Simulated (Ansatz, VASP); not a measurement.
## Bi2B3Br in VASP and in Ansatz

```
B Bi Br
1.0
     2.45922    1.41983    7.09966
    -2.45922    1.41983    7.09966
     0.00000   -2.83967    7.09966
B Bi Br
3 2 1
Direct
  0.87531 0.20463 0.87531
  0.20463 0.87531 0.87531
  0.87531 0.87531 0.20463
  0.58925 0.58925 0.58925
  0.37710 0.37710 0.37710
  0.78886 0.78886 0.78886
```

Alike in both runs: functional PBE; k mesh 6 × 6 × 6; occupations gaussian, width 0.1 eV; no spin polarisation.

Ansatz relaxed the structure, and its values are those at the end. VASP's run is a single point on that final structure, the one shown.

|  | VASP | Ansatz |
| --- | --- | --- |
| version | VASP 6.6.1 | Ansatz 0.2.0 |
| potentials or method | VASP PAW PBE potentials, release 64 (B, Bi_d, Br), cutoff 520 eV | scalar-relativistic, plane waves, PAW |
| valence electrons in the cell | 46 | 46 |

```tsv
	VASP	Ansatz	Ansatz less VASP
gap on the k mesh at the Fermi level (eV)	none	none	-
pressure (GPa)	0.0	0.1	+0.02
rms of the force components (eV/Å)	0.017	0.009	-0.0074
```

A gap of «none» marks a metal or a gap that the smearing closes. The functional is the same, so the differences come from potentials, cutoffs and numerics.

Neither program's run includes spin-orbit coupling.
